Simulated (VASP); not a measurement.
Wanted: the native input for a VASP 6.6.1 run.

| Property | Result |
| --- | --- |
| Task | single point |
| Functional | PBEsol |
| Potentials or basis | VASP PAW PBE potentials, release 64 (Ta_pv, N) |
| Cutoff | 520 eV |
| k mesh | 4 × 4 × 3 |
| Occupations | methfessel-paxton, width 0.1 eV |
| Spin | no spin polarisation |
| Dipole correction | no |
| Further INCAR settings | ALGO = Normal; EDIFF = 1e-06; NBANDS = 56 |

The structure of Ta6N5 (a cell with a defect) lies in POSCAR:

```
Ta6N5
1.0
    5.1783381800     -0.0000000300      0.0000000000
   -2.5891690600      4.4845724300      0.0000000000
    0.0000000000      0.0000000000      5.7917586600
Ta N
6 5
Direct
    0.0034127889     -0.0004560275     -0.0005139143
    0.3332886043      0.6675262316      0.2493425709
    0.6653241690      0.3316061000      0.2493441128
    0.0005064919     -0.0004400019      0.4995100753
    0.3333080913      0.6675323627      0.7496385847
    0.6653311762      0.3315922342      0.7496605228
    0.3982594863     -0.0004334056     -0.0004937487
    0.6095869722      0.6060000065     -0.0005144505
    0.0031495278      0.3930886553     -0.0005081321
    0.5987178337     -0.3983848708      0.4995010987
   -0.0033540836      0.3974738451      0.4995020790
```

The input as run:

INCAR

```
SYSTEM = Ta6N5
  PREC = Accurate
  ENCUT = 520
  EDIFF = 1E-6
  ISMEAR = 1
  SIGMA = 0.1
  LREAL = .FALSE.
  LASPH = .TRUE.
  NELM = 80
  ALGO = Normal
  ISIF = 2
  LWAVE = .FALSE.
  LCHARG = .TRUE.
  GGA = PS
  LELF = .TRUE.
  LVHAR = .TRUE.
  NBANDS = 56
```

KPOINTS

```
regular mesh
0
G
  4 4 3
  0 0 0
```

Potentials or basis: VASP PAW PBE potentials, release 64 (Ta_pv, N).

The run is started by

```bash
$ cat potpaw_PBE.64/Ta_pv/POTCAR potpaw_PBE.64/N/POTCAR > POTCAR
$ mpirun -np 1 vasp_std > vasp.out
```

It gave:

```json
{"Pressure": "-4.6 GPa", "Largest force": "0.052 eV/Å", "Band gap on the k mesh": "zero (an odd number of electrons rules out a gap without spin polarisation)"}
```

Caveat: the k points lie up to 0.36 Å⁻¹ apart, too coarse for converged energies and pressures of a metal; the PAW data sets were made with another functional, which shifts forces and pressure a little; spin-orbit coupling is left out, which moves the levels of the heavy elements.

It took 5.9 min on 1 thread of AMD EPYC 7R13 (shared host), peak memory 0.3 GiB.
